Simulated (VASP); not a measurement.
# WS2 in VASP: a series of runs

Runs on WS2. Level: PBEsol+D3(BJ). Tasks: single point.

All numbers are computed with VASP 6.6.1; they aren't measurements. Logs are shortened: lines on timing, memory, paths and dates and some standing lists are left out, and cuts for length are marked.

### Step 1. The cell of the first run

The cell holds a slab with vacuum, 3 atoms: a = 3.124 Å, b = 3.124 Å, c = 16.936 Å, α = 90.00°, β = 90.00°, γ = 120.00°.

### Step 2. Single point, PBEsol+D3(BJ) (atoms displaced along several vibrational modes)

INCAR reads:

```
PREC = Accurate
ENCUT = 520
EDIFF = 1E-7
ISMEAR = 0
SIGMA = 0.05
LREAL = False
LASPH = True
NELM = 100
ALGO = Normal
ISIF = 2
LWAVE = False
LCHARG = False
GGA = PS
IVDW = 12
NBANDS = 20
```

KPOINTS reads:

```
regular mesh
0
Gamma
  12 12 2
```

POSCAR reads:

```
WS2
1.0
    3.1237017326      0.0000000000      0.0000000000
   -1.5618508663      2.7052050543      0.0000000000
    0.0000000000      0.0000000000     16.9362771992
W S
1 2
Direct
    0.3333333333      0.6666666667      0.0015136410
    0.6423365588      0.3333333333      0.9028050002
    0.6909967745      0.3333333333      0.0885154064
```

Potentials or basis: VASP PAW PBE potentials, release 64 (W_sv, S).

On the command line:

```sh
$ cat potpaw_PBE.64/W_sv/POTCAR potpaw_PBE.64/S/POTCAR > POTCAR
$ mpirun -np 1 vasp_std > vasp.out
```

OUTCAR:

```text
PREC = Accurate
   ENCUT = 520
   EDIFF = 1E-7
   ISMEAR = 0
   LREAL = False
   LASPH = True
   NELM = 100
   ISIF = 2
   GGA = PS
   IVDW = 12
 IVDW          = 12

 ion  position               nearest neighbor table
   1  0.333  0.667  0.002-   3 2.28   3 2.33   3 2.38   2 2.41   2 2.46   2 2.51
   2  0.642  0.333  0.903-   1 2.41   1 2.46   1 2.51
   3  0.691  0.333  0.089-   1 2.28   1 2.33   1 2.38

  LATTYP: Found a hexagonal cell.
 ALAT       =     3.1237017326
 C/A-ratio  =     5.4218611919

  Lattice vectors:

 A1 = (   3.1237017326,   0.0000000000,   0.0000000000)
 A2 = (  -1.5618508663,   2.7052050543,   0.0000000000)
 A3 = (   0.0000000000,   0.0000000000,  16.9362771992)

Analysis of symmetry for initial positions (statically):
=====================================================================
 Subroutine PRICEL returns:
 Original cell was already a primitive cell.

 Routine SETGRP: Setting up the symmetry group for a
 hexagonal supercell.

 Subroutine GETGRP returns: Found  1 space group operations
 (whereof  1 operations were pure point group operations)
 out of a pool of 24 trial point group operations.

The static configuration has the point symmetry C_1 .

Analysis of symmetry for dynamics (positions and initial velocities):
=====================================================================
 Subroutine PRICEL returns:
 Original cell was already a primitive cell.

 Routine SETGRP: Setting up the symmetry group for a
 hexagonal supercell.

 Subroutine GETGRP returns: Found  1 space group operations
 (whereof  1 operations were pure point group operations)
 out of a pool of 24 trial point group operations.

The dynamic configuration has the point symmetry C_1 .

 Subroutine INISYM returns: Found  1 space group operations
 (whereof  1 operations are pure point group operations),
 and found     1 'primitive' translations

----------------------------------------------------------------------------------------

                                     Primitive cell

  volume of cell :     143.1158

  direct lattice vectors                    reciprocal lattice vectors
     3.123701733  0.000000000  0.000000000     0.320132998  0.184828872  0.000000000
    -1.561850866  2.705205054  0.000000000     0.000000000  0.369657745  0.000000000
     0.000000000  0.000000000 16.936277199     0.000000000  0.000000000  0.059044853

  length of vectors
     3.123701733  3.123701733 16.936277199     0.369657745  0.369657745  0.059044853

  position of ions in fractional coordinates (direct lattice)
     0.333333333  0.666666667  0.001513641
     0.642336559  0.333333333  0.902805000
     0.690996775  0.333333333  0.088515406

  ion indices of the primitive-cell ions
   primitive index   ion index
                 1           1
                 2           2
                 3           3

----------------------------------------------------------------------------------------

 KPOINTS: regular mesh

Automatic generation of k-mesh.
 Grid dimensions read from file:
 generate k-points for:   12   12    2

 Generating k-lattice:

  Cartesian coordinates                     Fractional coordinates (reciprocal lattice)
     0.026677750  0.015402406  0.000000000     0.083333333  0.000000000  0.000000000
     0.000000000  0.030804812  0.000000000     0.000000000  0.083333333  0.000000000
     0.000000000  0.000000000  0.029522427     0.000000000  0.000000000  0.500000000

  Length of vectors
     0.030804812  0.030804812  0.029522427

  Shift w.r.t. Gamma in fractional coordinates (k-lattice)
     0.000000000  0.000000000  0.000000000

 Subroutine IBZKPT returns following result:
 ===========================================

 Found    148 irreducible k-points:

 Following reciprocal coordinates:
            Coordinates               Weight
  0.000000  0.000000  0.000000      1.000000
  0.083333 -0.000000  0.000000      2.000000
  0.000000  0.083333  0.000000      2.000000
 -0.083333  0.083333  0.000000      2.000000
  0.166667 -0.000000  0.000000      2.000000
  0.000000  0.166667  0.000000      2.000000
[... 16 lines left out ...]
  0.166667  0.083333  0.000000      2.000000
 -0.083333  0.250000  0.000000      2.000000
 [... further k-points ...]
   k-points           NKPTS =    148   k-points in BZ     NKDIM =    148   number of bands    NBANDS=     20
   number of dos      NEDOS =    301   number of ions     NIONS =      3
   total plane-waves  NPLWV =  72576
   dimension x,y,z NGX =    24 NGY =   24 NGZ =  126
   dimension x,y,z NGXF=    48 NGYF=   48 NGZF=  252
   ions per type =               1   2
   NGX,Y,Z   is equivalent  to a cutoff of  12.77, 12.77, 12.37 a.u.
   NGXF,Y,Z  is equivalent  to a cutoff of  25.55, 25.55, 24.74 a.u.
 SYSTEM =  unknown system
   PREC   = accura    normal or accurate (medium, high low for compatibility)
   ISTART =      0    job   : 0-new  1-cont  2-samecut
   ICHARG =      2    charge: 1-file 2-atom 10-const
   ISPIN  =      1    spin polarized calculation?
   LNONCOLLINEAR =      F non collinear calculations
   LSORBIT =      F    spin-orbit coupling
   LASPH  =      T    aspherical Exc in radial PAW
   ENCUT  =  520.0 eV  38.22 Ry    6.18 a.u.   5.81  5.81 31.49*2*pi/ulx,y,z
   NELM   =    100;   NELMIN=  2; NELMDL= -5     # of ELM steps
   EDIFF  = 0.1E-06   stopping-criterion for ELM
   LREAL  =      F    real-space projection
   EDIFFG = 0.1E-05   stopping-criterion for IOM
   NSW    =      0    number of steps for IOM
   IBRION =     -1    ionic relax: 0-MD 1-quasi-New 2-CG
   NFREE  =      0    steps in history (QN), initial steepest desc. (CG)
   ISIF   =      2    stress and relaxation
   ISYM   =      2    0-nonsym 1-usesym 2-fastsym
   POTIM  = 0.5000    time-step for ionic-motion
   TEBEG  =    0.0;   TEEND  =   0.0 temperature during run
   PSTRESS=    0.0 pullay stress
   NELECT =      26.0000    total number of electrons
   NUPDOWN=      -1.0000    fix difference up-down
   EMIN   =  10.00;   EMAX   =-10.00  energy-range for DOS
   EFERMI =   0.00;   METHOD = LEGACY
   ISMEAR =     0;   SIGMA  =   0.05  broadening in eV -4-tet -1-fermi 0-gaus
   EFERMI_NEDOS =   21; number of points for ismear=-14 and -15
   IALGO  =     38    algorithm
   IMIX   =      4    mixing-type and parameters
     AMIX     =   0.40;   BMIX     =  1.00
     AMIX_MAG =   1.60;   BMIX_MAG =  1.00
  volume/ion in A,a.u.               =      47.71       321.93
  Fermi-wavevector in a.u.,A,eV,Ry     =   0.927193  1.752140 11.696745  0.859686
  Thomas-Fermi vector in A             =   2.053236
   LORBIT       =      0    0 simple, 1 ext, 2 COOP (PROOUT), +10 PAW based schemes
   GGA     = PS    functional components
   LHFCALC =     F    Hartree Fock is set to
   AEXX    =    0.0000 exact exchange contribution
   IVDW    =    12    specifies the selected vdW correction
   LEPSILON=     F    determine dielectric tensor
   LRPA    =     F    only Hartree local field effects (RPA)
 non-spin polarized calculation
 Gauss-broadening in eV      SIGMA  =   0.05
  energy-cutoff  :      520.00
  volume of cell :      143.12
 maximum number of plane-waves:      3888
   NGX = 11   NGY = 11   NGZ = 63

 number of electron      25.9999999 magnetization

 Free energy of the ion-electron system (eV)
  ---------------------------------------------------
  ext. energy  EPLUGINS =         0.00000000
  ---------------------------------------------------
  free energy    TOTEN  =       -25.01365877 eV

  energy without entropy =      -25.01365877  energy(sigma->0) =      -25.01365877

 E-fermi :  -0.8320     XC(G=0):  -4.6367

 val. band max:       -1.1148850301   @ k =   0.3333   0.3333   0.0000
 cond. band min:       0.7921629763   @ k =  -0.3333   0.1667   0.0000
 fundamental gap:      1.9070480064
 Fermi energy:        -0.8320469968

 k-point     1 :       0.0000    0.0000    0.0000
  band No.  band energies     occupation
      1     -74.9396      2.00000
      2     -39.2464      2.00000
      3     -39.0331      2.00000
      4     -39.0185      2.00000
      5     -16.0592      2.00000
      6     -14.3279      2.00000
[... 12 lines left out ...]
     19       4.4601      0.00000
     20       4.6841      0.00000

 k-point     2 :       0.0833   -0.0000    0.0000
  band No.  band energies     occupation
      1     -74.9381      2.00000
      2     -39.2413      2.00000
      3     -39.0612      2.00000
      4     -39.0254      2.00000
      5     -15.9356      2.00000
      6     -14.2799      2.00000
[... 12 lines left out ...]
     19       4.6095      0.00000
     20       5.1184      0.00000

 k-point     3 :       0.0000    0.0833    0.0000
  band No.  band energies     occupation
      1     -74.9381      2.00000
      2     -39.2413      2.00000
      3     -39.0557      2.00000
      4     -39.0308      2.00000
      5     -15.9357      2.00000
      6     -14.2798      2.00000
[... 12 lines left out ...]
     19       4.6079      0.00000
     20       5.1227      0.00000

 k-point     4 :      -0.0833    0.0833    0.0000
  band No.  band energies     occupation
      1     -74.9381      2.00000
      2     -39.2413      2.00000
      3     -39.0499      2.00000
      4     -39.0364      2.00000
      5     -15.9361      2.00000
      6     -14.2795      2.00000
[... 12 lines left out ...]
     19       4.6049      0.00000
     20       5.1131      0.00000

 k-point     5 :       0.1667   -0.0000    0.0000
  band No.  band energies     occupation
      1     -74.9340      2.00000
      2     -39.2276      2.00000
      3     -39.1378      2.00000
      4     -39.0434      2.00000
      5     -15.5845      2.00000
      6     -14.1424      2.00000
[... 12 lines left out ...]
     19       5.0281      0.00000
     20       5.9110      0.00000

 k-point     6 :       0.0000    0.1667    0.0000
  band No.  band energies     occupation
      1     -74.9340      2.00000
      2     -39.2275      2.00000
      3     -39.1307      2.00000
      4     -39.0503      2.00000
      5     -15.5849      2.00000
      6     -14.1419      2.00000
[... 12 lines left out ...]
     19       5.0242      0.00000
     20       5.9175      0.00000

 k-point     7 :      -0.1667    0.1667    0.0000
  band No.  band energies     occupation
      1     -74.9340      2.00000
      2     -39.2275      2.00000
      3     -39.1250      2.00000
      4     -39.0556      2.00000
      5     -15.5862      2.00000
      6     -14.1407      2.00000
[... 12 lines left out ...]
     19       5.0170      0.00000
     20       5.9033      0.00000
[... 277 lines left out ...]
 k-point    20 :       0.0833    0.0833    0.0000
  band No.  band energies     occupation
      1     -74.9353      2.00000
      2     -39.2319      2.00000
      3     -39.1117      2.00000
      4     -39.0397      2.00000
      5     -15.6980      2.00000
      6     -14.1872      2.00000
[... 12 lines left out ...]
     19       4.8967      0.00000
     20       5.7639      0.00000

 k-point    21 :      -0.0833    0.1667    0.0000
  band No.  band energies     occupation
      1     -74.9353      2.00000
      2     -39.2318      2.00000
      3     -39.0984      2.00000
      4     -39.0525      2.00000
      5     -15.6991      2.00000
      6     -14.1859      2.00000
[... 12 lines left out ...]
     19       4.8851      0.00000
     20       5.7518      0.00000

 k-point    22 :      -0.1667    0.0833    0.0000
  band No.  band energies     occupation
      1     -74.9353      2.00000
      2     -39.2319      2.00000
      3     -39.1069      2.00000
      4     -39.0442      2.00000
      5     -15.6988      2.00000
      6     -14.1863      2.00000
[... 12 lines left out ...]
     19       4.8904      0.00000
     20       5.7508      0.00000

 k-point    23 :       0.1667    0.0833    0.0000
  band No.  band energies     occupation
      1     -74.9305      2.00000
      2     -39.2182      2.00000
      3     -39.1966      2.00000
      4     -39.0634      2.00000
      5     -15.2616      2.00000
      6     -14.0140      2.00000
[... 12 lines left out ...]
     19       5.4275      0.00000
     20       6.3690      0.00000

 k-point    24 :      -0.0833    0.2500    0.0000
  band No.  band energies     occupation
      1     -74.9305      2.00000
      2     -39.2162      2.00000
      3     -39.1857      2.00000
      4     -39.0754      2.00000
      5     -15.2629      2.00000
      6     -14.0118      2.00000
[... 12 lines left out ...]
     19       5.4139      0.00000
     20       6.3612      0.00000

 [... further k-points ...]

------------------------ aborting loop because EDIFF is reached ----------------------------------------

 Edisp (eV)   -0.75933

 E8    (eV) :    -0.5104

  FORCE on cell =-STRESS in cart. coord.  units (eV):
  Direction    XX          YY          ZZ          XY          YZ          ZX
  --------------------------------------------------------------------------------------
  -------------------------------------------------------------------------------------
  Total       0.50312     0.49215     0.51678     0.40945    -0.04531    -2.51975
  in kB       5.63239     5.50965     5.78533     4.58382    -0.50723   -28.20847
  external pressure =        5.64 kB  Pullay stress =        0.00 kB

 VOLUME and BASIS-vectors are now :
 -----------------------------------------------------------------------------
  energy-cutoff  :      520.00
  volume of cell :      143.12
      direct lattice vectors                 reciprocal lattice vectors
     3.123701733  0.000000000  0.000000000     0.320132998  0.184828872  0.000000000
    -1.561850866  2.705205054  0.000000000     0.000000000  0.369657745  0.000000000
     0.000000000  0.000000000 16.936277199     0.000000000  0.000000000  0.059044853

 POSITION                                       TOTAL-FORCE (eV/Angst)
 -----------------------------------------------------------------------------------
     -0.00000      1.80347      0.02564         0.383641      0.104993     -3.407625
      1.48585      0.90174     15.29016         0.621350     -0.034797      1.418541
      1.63785      0.90174      1.49912        -1.004991     -0.070196      1.989084
 -----------------------------------------------------------------------------------
    total drift:                                0.000039      0.000002      0.000123

  FREE ENERGIE OF THE ION-ELECTRON SYSTEM (eV)
  ---------------------------------------------------
  free  energy   TOTEN  =       -25.7729909245 eV

  energy  without entropy=      -25.7729909245  energy(sigma->0) =      -25.77299092
```

Wall time 5.1 min (1 thread of AMD EPYC 9R45 (Zen 5), shared host); peak memory 0.5 GiB.

What came out:

```
Free energy                : -25.7730 eV
Largest force              : 3.431 eV/Å
Band gap on the k mesh     : 1.91 eV (least direct gap 2.03 eV)
Dispersion energy per atom : -0.253 eV
```

Forces on the atoms (eV/Å):
```
W    0.384  0.105 -3.408
S    0.621 -0.035  1.419
S   -1.005 -0.070  1.989
```

Caveat: the cell differs from its parent crystal (atoms displaced along several vibrational modes); there is no dipole correction, which matters where the two faces differ; the PAW data sets were made with another functional, which shifts forces and pressure a little; spin-orbit coupling is left out, which moves the levels of the heavy elements.

### Step 3. Single point, PBEsol+D3(BJ) (atoms displaced along several vibrational modes)

INCAR reads:

```
  PREC = Accurate
  ENCUT = 520
  EDIFF = 1E-6
  ISMEAR = 0
  SIGMA = 0.05
  LREAL = False
  LASPH = True
  NELM = 100
  ALGO = Normal
  ISIF = 2
  LWAVE = False
  LCHARG = False
  GGA = PS
  IVDW = 12
  NBANDS = 20
```

KPOINTS is that of step 2.

POSCAR reads:

```
WS2
1.0
    3.1237017326      0.0000000000      0.0000000000
   -1.5618508663      2.7052050543      0.0000000000
    0.0000000000      0.0000000000     16.9362771992
W S
1 2
Direct
    0.3333333333      0.6666666667      0.0005045470
    0.6423365588      0.3333333333      0.9056981980
    0.6909967745      0.3333333333      0.0914086042
```

Potentials or basis: VASP PAW PBE potentials, release 64 (W_sv, S).

On the command line:

```sh
$ cat potpaw_PBE.64/W_sv/POTCAR potpaw_PBE.64/S/POTCAR > POTCAR
$ mpirun -np 1 vasp_std > vasp.out
```

Wall time 4.5 min (1 thread of AMD EPYC 9R45 (Zen 5), shared host); peak memory 0.5 GiB.

The run converged. Its results:

```yaml
Free_energy: -25.9235 eV
Largest_force: 1.153 eV/Å
Band_gap_on_the_k_mesh: 1.95 eV (least direct gap 2.03 eV)
Dispersion_energy_per_atom: -0.253 eV
```

Forces in eV/Å, atoms in the order of the input:
```
W    0.127  0.100 -1.141
S    0.734 -0.044  0.452
S   -0.861 -0.056  0.689
```

Levels at points of the mesh, in eV from the valence-band top:
| k point | band 10 | band 11 | band 12 | band 13 | band 14 | band 15 | band 16 | band 17 |
| --- | --- | --- | --- | --- | --- | --- | --- | --- |
| (0.00, 0.00, 0.00) | -2.23 | -1.53 | -1.51 | -0.19 | 2.82 | 3.00 | 3.22 | 3.41 |
| (0.50, 0.00, 0.00) | -3.44 | -2.28 | -1.13 | -0.99 | 3.09 | 3.44 | 4.05 | 4.86 |
| (0.00, 0.50, 0.00) | -3.43 | -2.28 | -1.12 | -0.97 | 3.09 | 3.44 | 4.10 | 4.79 |
| (0.50, 0.50, 0.00) | -3.47 | -2.31 | -1.11 | -0.93 | 3.10 | 3.46 | 4.10 | 4.88 |
| (0.00, 0.00, 0.50) | -2.23 | -1.53 | -1.51 | -0.19 | 2.82 | 3.00 | 3.22 | 3.41 |
| (0.50, 0.00, 0.50) | -3.44 | -2.28 | -1.13 | -0.99 | 3.09 | 3.44 | 4.05 | 4.86 |
| (0.00, 0.50, 0.50) | -3.43 | -2.28 | -1.12 | -0.97 | 3.09 | 3.44 | 4.10 | 4.79 |
| (0.50, 0.50, 0.50) | -3.47 | -2.31 | -1.11 | -0.93 | 3.10 | 3.46 | 4.10 | 4.88 |

Caveat: the cell differs from its parent crystal (atoms displaced along several vibrational modes); there is no dipole correction, which matters where the two faces differ; the PAW data sets were made with another functional, which shifts forces and pressure a little; spin-orbit coupling is left out, which moves the levels of the heavy elements.
